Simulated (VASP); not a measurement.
# Li (R-3m) in VASP: further runs, part 2 of 2

VASP 6.6.1. Earlier steps stand in the parts before.

**5. Single point, revPBE (23.63 Å³/atom)**

This run uses another cell than the first one, of 23.63 Å³/atom.

INCAR

```
SYSTEM = Li
  PREC = Accurate
  ENCUT = 520
  EDIFF = 1E-6
  ISMEAR = -1
  SIGMA = 0.1
  LREAL = .FALSE.
  LASPH = .TRUE.
  NELM = 60
  ALGO = Normal
  ISIF = 2
  LWAVE = .FALSE.
  LCHARG = .FALSE.
  GGA = RE
  NBANDS = 12
```

KPOINTS

```
Automatic mesh
0
G
  13 13 13
  0 0 0
```

POSCAR

```
Li
1.0
    1.6123045738      0.9308644797      7.8734390108
   -1.6123045738      0.9308644797      7.8734390108
    0.0000000000     -1.8617289595      7.8734390108
Li
3
Direct
    1.0000000000      0.0000000000      0.0000000000
    0.2222970963      0.2222970963      0.2222970963
    0.7777029037      0.7777029037      0.7777029037
```

Potentials or basis: VASP PAW PBE potentials, release 64 (Li_sv).

Launch:

```bash
$ cat potpaw_PBE.64/Li_sv/POTCAR > POTCAR
$ mpirun -np 1 vasp_std > vasp.out
```

OUTCAR:

```text
SYSTEM = Li
   PREC = Accurate
   ENCUT = 520
   EDIFF = 1E-6
   ISMEAR = -1
   LREAL = .FALSE.
   LASPH = .TRUE.
   NELM = 60
   ISIF = 2
   GGA = RE

 ion  position               nearest neighbor table
   1  0.000  0.000  0.000-
   2  0.222  0.222  0.222-
   3  0.778  0.778  0.778-

  LATTYP: Found a trigonal (rhomboedric) cell.
 ALAT       =     8.0905547755
 COS(alpha) =     0.9205731091

  Lattice vectors:

 A1 = (   1.6123045738,   0.9308644797,   7.8734390108)
 A2 = (  -1.6123045738,   0.9308644797,   7.8734390108)
 A3 = (   0.0000000000,  -1.8617289595,   7.8734390108)

Analysis of symmetry for initial positions (statically):
=====================================================================
 Subroutine PRICEL returns:
 Original cell was already a primitive cell.

 Routine SETGRP: Setting up the symmetry group for a
 trigonal (rhombohedral) supercell.

 Subroutine GETGRP returns: Found 12 space group operations
 (whereof 12 operations were pure point group operations)
 out of a pool of 12 trial point group operations.

The static configuration has the point symmetry D_3d.

Analysis of symmetry for dynamics (positions and initial velocities):
=====================================================================
 Subroutine PRICEL returns:
 Original cell was already a primitive cell.

 Routine SETGRP: Setting up the symmetry group for a
 trigonal (rhombohedral) supercell.

 Subroutine GETGRP returns: Found 12 space group operations
 (whereof 12 operations were pure point group operations)
 out of a pool of 12 trial point group operations.

The dynamic configuration has the point symmetry D_3d.

 Subroutine INISYM returns: Found 12 space group operations
 (whereof 12 operations are pure point group operations),
 and found     1 'primitive' translations

----------------------------------------------------------------------------------------

                                     Primitive cell

  volume of cell :      70.9005

  direct lattice vectors                    reciprocal lattice vectors
     1.612304574  0.930864480  7.873439011     0.310115104  0.179045039  0.042336434
    -1.612304574  0.930864480  7.873439011    -0.310115104  0.179045039  0.042336434
     0.000000000 -1.861728959  7.873439011     0.000000000 -0.358090077  0.042336434

  length of vectors
     8.090554775  8.090554775  8.090554776     0.360584078  0.360584078  0.360584078

  position of ions in fractional coordinates (direct lattice)
     0.000000000  0.000000000  0.000000000
     0.222297096  0.222297096  0.222297096
     0.777702904  0.777702904  0.777702904

  ion indices of the primitive-cell ions
   primitive index   ion index
                 1           1
                 2           2
                 3           3

----------------------------------------------------------------------------------------

 KPOINTS: Automatic mesh

Automatic generation of k-mesh.
 Grid dimensions read from file:
 generate k-points for:   13   13   13

 Generating k-lattice:
[... 23 lines left out ...]
  0.307692 -0.000000 -0.000000      6.000000
  0.384615  0.000000  0.000000      6.000000
[... 16 lines left out ...]
  0.384615  0.153846 -0.000000     12.000000
  0.461538  0.153846 -0.000000     12.000000
 [... further k-points ...]
   k-points           NKPTS =    231   k-points in BZ     NKDIM =    231   number of bands    NBANDS=     12
   number of dos      NEDOS =    301   number of ions     NIONS =      3
   total plane-waves  NPLWV = 216000
   dimension x,y,z NGX =    60 NGY =   60 NGZ =   60
   dimension x,y,z NGXF=   120 NGYF=  120 NGZF=  120
   ions per type =               3
   NGX,Y,Z   is equivalent  to a cutoff of  12.33, 12.33, 12.33 a.u.
   NGXF,Y,Z  is equivalent  to a cutoff of  24.66, 24.66, 24.66 a.u.
 SYSTEM =  Li
   PREC   = accura    normal or accurate (medium, high low for compatibility)
   ISTART =      0    job   : 0-new  1-cont  2-samecut
   ICHARG =      2    charge: 1-file 2-atom 10-const
   ISPIN  =      1    spin polarized calculation?
   LNONCOLLINEAR =      F non collinear calculations
   LSORBIT =      F    spin-orbit coupling
   LASPH  =      T    aspherical Exc in radial PAW
   ENCUT  =  520.0 eV  38.22 Ry    6.18 a.u.  15.04 15.04 15.04*2*pi/ulx,y,z
   NELM   =     60;   NELMIN=  2; NELMDL= -5     # of ELM steps
   EDIFF  = 0.1E-05   stopping-criterion for ELM
   LREAL  =      F    real-space projection
   EDIFFG = 0.1E-04   stopping-criterion for IOM
   NSW    =      0    number of steps for IOM
   IBRION =     -1    ionic relax: 0-MD 1-quasi-New 2-CG
   NFREE  =      0    steps in history (QN), initial steepest desc. (CG)
   ISIF   =      2    stress and relaxation
   ISYM   =      2    0-nonsym 1-usesym 2-fastsym
   POTIM  = 0.5000    time-step for ionic-motion
   TEBEG  =    0.0;   TEEND  =   0.0 temperature during run
   PSTRESS=    0.0 pullay stress
   NELECT =       9.0000    total number of electrons
   NUPDOWN=      -1.0000    fix difference up-down
   EMIN   =  10.00;   EMAX   =-10.00  energy-range for DOS
   EFERMI =   0.00;   METHOD = LEGACY
   ISMEAR =    -1;   SIGMA  =   0.10  broadening in eV -4-tet -1-fermi 0-gaus
   EFERMI_NEDOS =   21; number of points for ismear=-14 and -15
   IALGO  =     38    algorithm
   IMIX   =      4    mixing-type and parameters
     AMIX     =   0.40;   BMIX     =  1.00
     AMIX_MAG =   1.60;   BMIX_MAG =  1.00
  volume/ion in A,a.u.               =      23.63       159.49
  Fermi-wavevector in a.u.,A,eV,Ry     =   0.822759  1.554789  9.210221  0.676932
  Thomas-Fermi vector in A             =   1.934150
   LORBIT       =      0    0 simple, 1 ext, 2 COOP (PROOUT), +10 PAW based schemes
   GGA     = RE    functional components
   LHFCALC =     F    Hartree Fock is set to
   AEXX    =    0.0000 exact exchange contribution
   IVDW    =     0    specifies the selected vdW correction
   LEPSILON=     F    determine dielectric tensor
   LRPA    =     F    only Hartree local field effects (RPA)
 non-spin polarized calculation
  energy-cutoff  :      520.00
  volume of cell :       70.90
 maximum number of plane-waves:      1934
   NGX = 31   NGY = 31   NGZ = 31

 number of electron       8.9999985 magnetization

 Free energy of the ion-electron system (eV)
  ---------------------------------------------------
  ext. energy  EPLUGINS =         0.00000000
  ---------------------------------------------------
  free energy    TOTEN  =        -5.42396538 eV

  energy without entropy =       -5.37132857  energy(sigma->0) =       -5.39764697

 E-fermi :   0.2935     XC(G=0):  -6.6075

 val. band max:        0.2903907699   @ k =  -0.4615  -0.4615   0.0769
 cond. band min:       0.3045817706   @ k =  -0.4615   0.4615   0.0769
 fundamental gap:      0.0141910007
 Fermi energy:         0.2934747129

 k-point     1 :       0.0000    0.0000    0.0000
  band No.  band energies     occupation
      1     -46.6609      2.00000
      2     -46.6544      2.00000
      3     -46.6528      2.00000
      4      -3.0802      2.00000
      5      -1.2128      2.00000
      6      -1.2114      2.00000
      7       5.4105      0.00000
      8       5.4202      0.00000
      9      11.9203      0.00000
     10      11.9203      0.00000
     11      12.0402      0.00000
     12      12.0402      0.00000
[... 331 lines left out ...]
 k-point    24 :       0.4615    0.1538   -0.0000
  band No.  band energies     occupation
      1     -46.6524      2.00000
      2     -46.6504      2.00000
      3     -46.6485      2.00000
      4      -0.5231      1.99943
      5       0.5639      0.12539
      6       1.9363      0.00000
      7       3.5990      0.00000
      8       4.9076      0.00000
      9       5.6195      0.00000
     10       5.9509      0.00000
     11       6.9478      0.00000
     12       8.0261      0.00000

 [... further k-points ...]

------------------------ aborting loop because EDIFF is reached ----------------------------------------

  FORCE on cell =-STRESS in cart. coord.  units (eV):
  Direction    XX          YY          ZZ          XY          YZ          ZX
  --------------------------------------------------------------------------------------
  -------------------------------------------------------------------------------------
  Total       -0.5743199     -0.5743199     -0.5193153      0.0000000      0.0000000      0.0000000
  in kB      -12.9782219    -12.9782219    -11.7352525      0.0000000      0.0000000      0.0000000
  external PRESSURE =     -12.5638988 kB  Pullay stress =       0.0000000 kB

 VOLUME and BASIS-vectors are now :
 -----------------------------------------------------------------------------
  energy-cutoff  :      520.00
  volume of cell :       70.90
      direct lattice vectors                 reciprocal lattice vectors
     1.612304574  0.930864480  7.873439011     0.310115104  0.179045039  0.042336434
    -1.612304574  0.930864480  7.873439011    -0.310115104  0.179045039  0.042336434
     0.000000000 -1.861728959  7.873439011     0.000000000 -0.358090077  0.042336434

 POSITION                                       TOTAL-FORCE (eV/Angst)
 -----------------------------------------------------------------------------------
      0.00000      0.00000      0.00000         0.000000     -0.000000      0.000000
      0.00000     -0.00000      5.25073        -0.000000      0.000000     -0.002051
      0.00000     -0.00000     18.36959        -0.000000     -0.000000      0.002051
 -----------------------------------------------------------------------------------
    total drift:                               -0.000000      0.000000      0.000000

  FREE ENERGIE OF THE ION-ELECTRON SYSTEM (eV)
  ---------------------------------------------------
  free  energy   TOTEN  =        -5.4239653768 eV

  energy  without entropy=       -5.3713285660  energy(sigma->0) =       -5.39764697
```

stdout:

```text
POSCAR found type information on POSCAR Li
 POSCAR found :  1 types and       3 ions
 scaLAPACK will be used
 -----------------------------------------------------------------------------
|                                                                             |
|                                                                             |
|     You enforced a specific xc type in the INCAR file but a different       |
|     I HOPE YOU KNOW WHAT YOU ARE DOING!                                     |
|                                                                             |
 -----------------------------------------------------------------------------

 LDA part: xc-table for (Slater+PW92), standard interpolation
 POSCAR, INCAR and KPOINTS ok, starting setup
 FFT: planning ... GRIDC
 FFT: planning ... GRID_SOFT
 FFT: planning ... GRID
 WAVECAR not read
 entering main loop
```

It took 22 min on 1 thread of Oxide Virtual Turin-like, shared host; peak memory 0.47 GiB.

Results:

```
Free energy            : -5.4240 eV
Band gap on the k mesh : zero (an odd number of electrons rules out a gap without spin polarisation)
```

Forces in eV/Å, atoms in the order of the input:
```
Li   0.000  0.000  0.000
Li   0.000  0.000 -0.002
Li   0.000  0.000  0.002
```

Caveat: the cutoff is under 1.25 times the usual one of these potentials, so pressure, stress and relaxed cells hold a basis-set (Pulay) error; the PAW data sets were made with another functional, which shifts forces and pressure a little.

**6. Overview**

| cell | gap on the mesh (eV) |
| --- | --- |
| a = 7.791 Å, angles 23.0°, 3 atoms | none |
| a = 7.893 Å, angles 23.0°, 3 atoms | none |
| a = 7.993 Å, angles 23.0°, 3 atoms | none |
| a = 8.091 Å, angles 23.0°, 3 atoms | none |

Alike in all rows: task single point; level revPBE; potentials or basis VASP PAW PBE potentials, release 64 (Li_sv); no spin polarisation; k mesh 13 × 13 × 13; cutoff (eV) 520; smearing fermi-dirac 0.1 eV.

Caveats: the cutoff is under 1.25 times the usual one of these potentials, so pressure, stress and relaxed cells hold a basis-set (Pulay) error; the PAW data sets were made with another functional, which shifts forces and pressure a little.

Total energies depend on the potentials used, so only differences within one code and one set of settings carry meaning.
